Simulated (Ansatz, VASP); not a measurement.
This is a calculation of HfC for VASP 6.6.1.

The input POSCAR:

```
HfC
1.0
    3.3428660531      0.0000000000      0.0000000000
   -1.6714330265      2.8950069234      0.0000000000
    0.0000000000      0.0000000000      5.2027140000
Hf C
2 2
Direct
    0.3333333333      0.6666666667      0.2500000000
    0.6666666667      0.3333333333      0.7500000000
    0.0000000000      0.0000000000      0.5000000000
    0.0000000000      0.0000000000      0.0000000000
```

The input INCAR.step1:

```
ALGO = Normal
EDIFF = 1E-5
ENCUT = 520
GGA = PE
ISIF = 2
ISMEAR = -1
LASPH = T
LREAL = F
LWAVE = T
NBANDS = 22
NELM = 80
PREC = Accurate
SIGMA = 0.05
```

Contents of INCAR.step2:

```
AEXX = 0.2
ALGO = Normal
EDIFF = 1E-6
ENCUT = 520
GGA = PE
HFSCREEN = 0.2
ISIF = 2
ISMEAR = -1
ISTART = 1
LASPH = T
LCHARG = T
LELF = T
LHFCALC = T
LREAL = F
LVHAR = T
LWAVE = F
NBANDS = 22
NELM = 80
PREC = Accurate
PRECFOCK = Normal
SIGMA = 0.05
```

Contents of KPOINTS:

```
k-points
0
Gamma
  5 5 3
```

Potentials or basis: VASP PAW PBE potentials, release 64 (Hf_pv, C).

Command:

```bash
$ cat potpaw_PBE.64/Hf_pv/POTCAR potpaw_PBE.64/C/POTCAR > POTCAR
$ cp INCAR.step1 INCAR
$ mpirun -np 1 vasp_std > vasp.out
$ cp INCAR.step2 INCAR
$ mpirun -np 1 vasp_std > vasp.out
```

Task: Set up the same calculation for Ansatz 0.2.0. Potentials there: Ansatz PAW.

Result: As run (the cutoff follows the program's own potentials):

input.yaml

```yaml
crystal:
  lattice:
    - [3.3428660531, 0.0, 0.0]
    - [-1.6714330265, 2.8950069234, 0.0]
    - [0.0, 0.0, 5.202714]
  atoms:
    - { symbol: Hf, position: [0.3333333333, 0.6666666667, 0.25] }
    - { symbol: Hf, position: [0.6666666667, 0.3333333333, 0.75] }
    - { symbol: C, position: [0.0, 0.0, 0.5] }
    - { symbol: C, position: [0.0, 0.0, 0.0] }
hamiltonian:
  xc: { exchange: pbe, correlation: pbe, exx: { coeff: 0.2, omega: 0.2 } }
  pseudopotentials: { kind: paw }
kpoints:
  mp_grid: { grid: [5, 5, 3] }
scf:
  occupations: { method: fermi_dirac, width: 0.05 }
output:
  forces: true
  stress: true
  eigenvalues: true
```

Potentials or basis: Ansatz PAW.

The run is started by

```console
$ ansatz run input.yaml --threads 2 --pin off --max-ram 5632MiB --backend cpu --events-out ev --progress --plain --runs-dir out
```

Both were run:

|  | VASP | Ansatz | Ansatz less VASP |
| --- | --- | --- | --- |
| gap on the k mesh at the Fermi level (eV) | none | none | - |
| pressure (GPa) | -5.2 | -2.8 | +2.44 |
| traceless stress, the component that is largest in VASP (GPa) | 2.72 | 2.74 | +0.020 |

VASP's potentials were made for PBE, not for PBE-based screened hybrid. A gap of «none» marks a metal or a gap that the smearing closes. VASP's potentials hold 28 valence electrons a cell and Ansatz's 60, so a difference there can come from the potentials and not from the codes.

The k mesh is coarse, so the values compare programs but aren't converged. Neither program's run includes spin-orbit coupling.
